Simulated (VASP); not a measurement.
Set up this calculation in VASP 6.6.1, as the native input.

| Property | Result |
| --- | --- |
| Task | single point |
| Functional | PBE |
| Potentials or basis | VASP PAW PBE potentials, release 64 (B, N) |
| Cutoff | 600 eV |
| k mesh | 3 × 3 × 2 |
| Occupations | gaussian, width 0.01 eV |
| Spin | no spin polarisation |
| Dipole correction | no |
| Further INCAR settings | ALGO = Normal; EDIFF = 1e-06; NBANDS = 16 |

The structure of BN lies in POSCAR:

```
BN
1.0
    2.5360000000      0.0000000000      0.0000000000
   -1.2680000000      2.1962404200      0.0000000000
    0.0000000000      0.0000000000      4.1990000000
B N
2 2
Direct
    0.6666666667      0.3333333333      0.0000000000
    0.3333333333      0.6666666667      0.5000000000
    0.6666666667      0.3333333333      0.3750000000
    0.3333333333      0.6666666667      0.8750000000
```

One way to write it, as run:

INCAR

```
SYSTEM = BN
PREC = Accurate ; ENCUT = 600
EDIFF = 1E-6 ; ISMEAR = 0
SIGMA = 0.01 ; LREAL = .False.
LASPH = .True. ; NELM = 120
ALGO = Normal ; ISIF = 2
LWAVE = .False. ; LCHARG = .True.
GGA = PE ; LELF = .True.
LVHAR = .True. ; NBANDS = 16
GGA_COMPAT = .False.
```

KPOINTS

```
Automatic mesh
0
Gamma
  3 3 2
  0 0 0
```

Potentials or basis: VASP PAW PBE potentials, release 64 (B, N).

Run with:

```sh
$ cat potpaw_PBE.64/B/POTCAR potpaw_PBE.64/N/POTCAR > POTCAR
$ mpirun -np 1 vasp_std > vasp.out
```

Results of the run:

```json
{
  "Pressure": "9.9 GPa",
  "Largest force": "0.182 eV/Å",
  "Band gap on the k mesh": "5.15 eV, indirect (least direct gap 8.38 eV)"
}
```

Caveat: the k points lie up to 0.95 Å⁻¹ apart.

It took 7.7 s on 1 thread of Intel Xeon 8259CL, on a shared host, peak memory 0.13 GiB.
